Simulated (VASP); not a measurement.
# Tl (C2/c) in VASP: a series of runs

Runs on Tl. Level: PBEsol. Tasks: single point.

All numbers are computed with VASP 6.6.1; they aren't measurements. Logs are shortened: lines on timing, memory, paths and dates and some standing lists are left out, and cuts for length are marked.

## Step 1: The cell of the first run

It takes space group C2/c (No. 15, monoclinic). Conventional cell: a = 3.347 Å, b = 11.628 Å, c = 3.535 Å, α = 90.00°, β = 116.07°, γ = 90.00°. Within 4.4 Å of Tl (site symmetry 2) lie 14 Tl at 3.35 to 4.21 Å.

## Step 2: Single point, PBEsol (30.90 Å³/atom)

Input file INCAR:

```
SYSTEM = Tl
PREC     = Accurate       ! precision mode
ENCUT    = 500            ! plane-wave cutoff, eV
EDIFF    = 1E-6           ! SCF threshold, eV
ISMEAR   = -1             ! smearing method
SIGMA    = 0.1            ! smearing width, eV
LREAL    = .FALSE.        ! projectors in reciprocal space
LASPH    = .TRUE.         ! aspherical terms in the spheres
NELM     = 120            ! most SCF steps
ALGO     = Normal         ! electronic algorithm
ISIF     = 2              ! what is computed and relaxed
LWAVE    = .FALSE.        ! write WAVECAR
LCHARG   = .FALSE.        ! write CHGCAR
GGA      = PS             ! functional
NBANDS   = 20             ! bands
GGA_COMPAT= .FALSE.
```

Input file KPOINTS:

```
regular mesh
0
G
  13 13 11
  0 0 0
```

Input file POSCAR:

```
Tl
1.0
   -4.1300728609      4.0921269773      1.6734883069
    4.0921269773     -4.1300728609      1.6734883069
    2.2652537363      2.2652537363     -1.7429862622
Tl
2
Direct
    0.9987959184      0.0012040816      0.0000000000
    0.7512040816      0.2487959184      0.5000000000
```

Potentials or basis: VASP PAW PBE potentials, release 64 (Tl_d).

Started as:

```sh
cat potpaw_PBE.64/Tl_d/POTCAR > POTCAR
mpirun -np 1 vasp_std > vasp.out
```

OUTCAR:

```text
SYSTEM = Tl
   PREC = Accurate
   ENCUT = 500
   EDIFF = 1E-6
   ISMEAR = -1
   LREAL = .FALSE.
   LASPH = .TRUE.
   NELM = 120
   ISIF = 2
   GGA = PS

 ion  position               nearest neighbor table
   1  0.999  0.001  0.000-   2 3.41   2 3.41   2 3.43   2 3.43   2 4.10   2 4.10
   2  0.751  0.249  0.500-   1 3.41   1 3.41   1 3.43   1 3.43   1 4.10   1 4.10

  Warning from LATTYP: Got some problem with cell dimensions!
  Tried to take original basis but could not verify dimensions!
  LATTYP: Found a base centered monoclinic cell.
 ALAT       =     3.3474067924
 B/A-ratio  =     3.4737177896
 C/A-ratio  =     1.0559720790
 COS(beta)  =    -0.4394311239

  Lattice vectors:

 A1 = (   4.1300728609,  -4.0921269773,  -1.6734883069)
 A2 = (  -4.0921269773,   4.1300728609,  -1.6734883069)
 A3 = (   2.2273078527,   2.2273078527,   1.6039903516)

Analysis of symmetry for initial positions (statically):
=====================================================================
 Subroutine PRICEL returns:
 Original cell was already a primitive cell.

 Routine SETGRP: Setting up the symmetry group for a
 base centered monoclinic supercell.

 Subroutine GETGRP returns: Found  4 space group operations
 (whereof  2 operations were pure point group operations)
 out of a pool of  4 trial point group operations.

The static configuration has the point symmetry C_2 .
 The point group associated with its full space group is C_2h.

Analysis of symmetry for dynamics (positions and initial velocities):
=====================================================================
 Subroutine PRICEL returns:
 Original cell was already a primitive cell.

 Routine SETGRP: Setting up the symmetry group for a
 base centered monoclinic supercell.

 Subroutine GETGRP returns: Found  4 space group operations
 (whereof  2 operations were pure point group operations)
 out of a pool of  4 trial point group operations.

The dynamic configuration has the point symmetry C_2 .
 The point group associated with its full space group is C_2h.

 Subroutine INISYM returns: Found  4 space group operations
 (whereof  2 operations are pure point group operations),
 and found     1 'primitive' translations

----------------------------------------------------------------------------------------

                                     Primitive cell

  volume of cell :      61.7949
[... 84 lines left out ...]
   LNONCOLLINEAR =      F non collinear calculations
   LSORBIT =      F    spin-orbit coupling
   LASPH  =      T    aspherical Exc in radial PAW
   ENCUT  =  500.0 eV  36.75 Ry    6.06 a.u.  11.03 11.03  6.65*2*pi/ulx,y,z
   NELM   =    120;   NELMIN=  2; NELMDL= -5     # of ELM steps
   EDIFF  = 0.1E-05   stopping-criterion for ELM
   LREAL  =      F    real-space projection
   EDIFFG = 0.1E-04   stopping-criterion for IOM
   NSW    =      0    number of steps for IOM
   IBRION =     -1    ionic relax: 0-MD 1-quasi-New 2-CG
   NFREE  =      0    steps in history (QN), initial steepest desc. (CG)
   ISIF   =      2    stress and relaxation
   ISYM   =      2    0-nonsym 1-usesym 2-fastsym
   POTIM  = 0.5000    time-step for ionic-motion
   TEBEG  =    0.0;   TEEND  =   0.0 temperature during run
   PSTRESS=    0.0 pullay stress
   NELECT =      26.0000    total number of electrons
   NUPDOWN=      -1.0000    fix difference up-down
   EMIN   =  10.00;   EMAX   =-10.00  energy-range for DOS
   EFERMI =   0.00;   METHOD = LEGACY
   ISMEAR =    -1;   SIGMA  =   0.10  broadening in eV -4-tet -1-fermi 0-gaus
   EFERMI_NEDOS =   21; number of points for ismear=-14 and -15
   IALGO  =     38    algorithm
   IMIX   =      4    mixing-type and parameters
     AMIX     =   0.40;   BMIX     =  1.00
     AMIX_MAG =   1.60;   BMIX_MAG =  1.00
  volume/ion in A,a.u.               =      30.90       208.51
  Fermi-wavevector in a.u.,A,eV,Ry     =   1.226729  2.318181 20.474904  1.504863
  Thomas-Fermi vector in A             =   2.361719
   LORBIT       =      0    0 simple, 1 ext, 2 COOP (PROOUT), +10 PAW based schemes
   GGA     = PS    functional components
   LHFCALC =     F    Hartree Fock is set to
   AEXX    =    0.0000 exact exchange contribution
   IVDW    =     0    specifies the selected vdW correction
   LEPSILON=     F    determine dielectric tensor
   LRPA    =     F    only Hartree local field effects (RPA)
 non-spin polarized calculation
  energy-cutoff  :      500.00
  volume of cell :       61.79
 maximum number of plane-waves:      1591
 NGX is ok and might be reduce to    48
   NGX = 23   NGY = 23   NGZ = 13

 number of electron      26.0000003 magnetization

 Free energy of the ion-electron system (eV)
  ---------------------------------------------------
  ext. energy  EPLUGINS =         0.00000000
  ---------------------------------------------------
  free energy    TOTEN  =        -5.19410546 eV

  energy without entropy =       -5.15253053  energy(sigma->0) =       -5.17331800

 E-fermi :   5.5872     XC(G=0):  -9.9800

 val. band max:        5.5837792666   @ k =   0.2308   0.2308   0.3636
 cond. band min:       5.5883077093   @ k =   0.3077   0.0000   0.0000
 fundamental gap:      0.0045284427
 Fermi energy:         5.5871688275

 k-point     1 :       0.0000    0.0000    0.0000
  band No.  band energies     occupation
      1      -6.0204      2.00000
      2      -5.9994      2.00000
      3      -5.9590      2.00000
      4      -5.7983      2.00000
      5      -5.7957      2.00000
      6      -5.6952      2.00000
[... 541 lines left out ...]
     19      13.8129      0.00000
     20      14.4412      0.00000

 [... further k-points ...]

------------------------ aborting loop because EDIFF is reached ----------------------------------------

  FORCE on cell =-STRESS in cart. coord.  units (eV):
  Direction    XX          YY          ZZ          XY          YZ          ZX
  --------------------------------------------------------------------------------------
  -------------------------------------------------------------------------------------
  Total       -0.9201199     -0.9201199     -0.7613180     -0.0262055      0.0087608      0.0087608
  in kB      -23.8562737    -23.8562737    -19.7389601     -0.6794388      0.2271431      0.2271435
  external PRESSURE =     -22.4838359 kB  Pullay stress =       0.0000000 kB

 VOLUME and BASIS-vectors are now :
 -----------------------------------------------------------------------------
  energy-cutoff  :      500.00
  volume of cell :       61.79
      direct lattice vectors                 reciprocal lattice vectors
    -4.130072861  4.092126977  1.673488307     0.055146728  0.176768681  0.301406419
     4.092126977 -4.130072861  1.673488307     0.176768681  0.055146728  0.301406419
     2.265253736  2.265253736 -1.742986262     0.222668264  0.222668264  0.005048941

 POSITION                                       TOTAL-FORCE (eV/Angst)
 -----------------------------------------------------------------------------------
     -4.12017      4.08223      1.67349        -0.005610      0.005610     -0.000000
     -0.95180      3.17910      0.80200         0.005610     -0.005610      0.000000
 -----------------------------------------------------------------------------------
    total drift:                               -0.000000      0.000000     -0.000000

  FREE ENERGIE OF THE ION-ELECTRON SYSTEM (eV)
  ---------------------------------------------------
  free  energy   TOTEN  =        -5.1941054587 eV

  energy  without entropy=       -5.1525305346  energy(sigma->0) =       -5.17331800
```

stdout:

```text
POSCAR found type information on POSCAR Tl
 POSCAR found :  1 types and       2 ions
 scaLAPACK will be used
 -----------------------------------------------------------------------------
|                                                                             |
|                                                                             |
|     You enforced a specific xc type in the INCAR file but a different       |
|     I HOPE YOU KNOW WHAT YOU ARE DOING!                                     |
|                                                                             |
 -----------------------------------------------------------------------------

 LDA part: xc-table for (Slater+PW92), standard interpolation
 POSCAR, INCAR and KPOINTS ok, starting setup
 FFT: planning ... GRIDC
 FFT: planning ... GRID_SOFT
 FFT: planning ... GRID
 WAVECAR not read
 entering main loop
```

Run time: 4.3 min. Hardware: 1 thread of Intel Xeon 6975P-C (Granite Rapids), shared host; peak memory 0.59 GiB.

Results:

```
Free energy            : -5.1941 eV
Pressure               : -2.2 GPa
Largest force          : 0.008 eV/Å
Band gap on the k mesh : zero (bands 13 and 14 overlap by 5.44 eV)
```

Forces in eV/Å, atoms in the order of the input:
```
Tl  -0.006  0.006  0.000
Tl   0.006 -0.006  0.000
```

Levels at points of the mesh, in eV from the Fermi level:
| k point | band 11 | band 12 | band 13 | band 14 | band 15 | band 16 |
| --- | --- | --- | --- | --- | --- | --- |
| (0.00, 0.00, 0.00) | -9.56 | -5.47 | -2.66 | 6.48 | 9.31 | 9.51 |

Caveat: the PAW data sets were made with another functional, which shifts forces and pressure a little; spin-orbit coupling is left out, which moves the levels of the heavy elements.

## Step 3: Single point, PBEsol (32.04 Å³/atom)

This run uses another cell than the first one, of 32.04 Å³/atom.

Input file INCAR:

```
  PREC = Accurate
  ENCUT = 500
  EDIFF = 1E-6
  ISMEAR = -1
  SIGMA = 0.1
  LREAL = F
  LASPH = T
  NELM = 120
  ALGO = Normal
  ISIF = 2
  LWAVE = F
  LCHARG = F
  GGA = PS
  NBANDS = 20
  GGA_COMPAT = F
```

Input file KPOINTS:

```
regular mesh
0
Gamma
  13 13 11
```

Input file POSCAR:

```
Tl
1.0
   -4.1804445675      4.1420358836      1.6938987124
    4.1420358836     -4.1804445675      1.6938987124
    2.2928815047      2.2928815047     -1.7642442873
Tl
2
Direct
    0.9987959184      0.0012040816      0.0000000000
    0.7512040816      0.2487959184      0.5000000000
```

Potentials or basis: VASP PAW PBE potentials, release 64 (Tl_d).

Started as:

```sh
cat potpaw_PBE.64/Tl_d/POTCAR > POTCAR
mpirun -np 1 vasp_std > vasp.out
```

Wall time 4.5 min (1 thread of Intel Xeon 6975P-C (Granite Rapids), shared host); peak memory 0.59 GiB.

The run converged. Its results:

| Quantity | Value |
| --- | --- |
| Free energy | -5.1576 eV |
| Pressure | -3.0 GPa |
| Band gap on the k mesh | zero (bands 13 and 14 overlap by 5.19 eV) |

Forces on the atoms (eV/Å):
```
Tl  -0.002  0.002  0.000
Tl   0.002 -0.002  0.000
```

Stress tensor (GPa, compression positive):
```
-3.10 -0.04  0.00
-0.04 -3.10  0.00
 0.00  0.00 -2.76
```

Levels at points of the mesh, in eV from the Fermi level:
```
           k point  band 9  band 10  band 11  band 12  band 13  band 14  band 15  band 16  band 17  band 18
(0.00, 0.00, 0.00)  -11.13   -11.00    -9.35    -5.48    -2.54     6.30     9.01     9.19     9.22     9.76
```

Caveat: the PAW data sets were made with another functional, which shifts forces and pressure a little; spin-orbit coupling is left out, which moves the levels of the heavy elements.
